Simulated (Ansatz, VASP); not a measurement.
## Pd: VASP beside Ansatz

```
CELL_PARAMETERS angstrom
0.00000 2.57772 2.57772
2.57772 0.00000 2.57772
2.57772 2.57772 0.00000
ATOMIC_POSITIONS crystal
Pd 0.00000 0.00000 0.00000
Pd 0.50000 0.50000 0.50000
```

Alike in both runs: task single point; functional PBE; k mesh 12 × 12 × 12; occupations fermi-dirac, width 0.05 eV; collinear spin.

|  | VASP | Ansatz |
| --- | --- | --- |
| version | VASP 6.6.1 | Ansatz 0.2.0 |
| potentials or method | VASP PAW PBE potentials, release 64 (Pd), cutoff 520 eV | plane waves (420 eV) with PAW, scalar-relativistic |
| valence electrons in the cell | 20 | 36 |

```csv
,VASP,Ansatz,Ansatz less VASP
pressure (GPa),5.4,5.8,+0.40
net moment per atom (μB),0.00,0.00,0.000
```

The functional is the same, so the differences come from potentials, cutoffs and numerics. VASP's potentials hold 20 valence electrons a cell and Ansatz's 36, so a difference there can come from the potentials and not from the codes. Ansatz's warnings: seeded moment not kept.
